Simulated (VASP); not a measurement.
Input of a VASP 6.6.1 run:

INCAR

```
SYSTEM = SiNi
PREC = Accurate
ENCUT = 520
EDIFF = 1E-6
ISMEAR = -1
SIGMA = 0.1
LREAL = .False.
LASPH = .True.
NELM = 80
ALGO = Normal
ISIF = 2
LWAVE = .False.
LCHARG = .True.
GGA = PE
LELF = .True.
LVHAR = .True.
NBANDS = 14
```

File KPOINTS:

```
regular mesh
0
Gamma
  15 15 15
  0 0 0
```

POSCAR

```
SiNi
1.0
    0.0000000000      2.3703144473      2.3703144473
    2.3703144473      0.0000000000      2.3703144473
    2.3703144473      2.3703144473      0.0000000000
Ni Si
1 1
Direct
    0.0000000000      0.0000000000      0.0000000000
    0.5000000000      0.5000000000      0.5000000000
```

Potentials or basis: VASP PAW PBE potentials, release 64 (Ni, Si).

Launch:

```bash
$ cat potpaw_PBE.64/Ni/POTCAR potpaw_PBE.64/Si/POTCAR > POTCAR
$ mpirun -np 1 vasp_std > vasp.out
```

(1) What does it give for the band gap on the k mesh?

(2) Estimate the pressure.

## Answers

(1) zero (bands 7 and 8 overlap by 4.82 eV).

(2) 0.0 GPa.
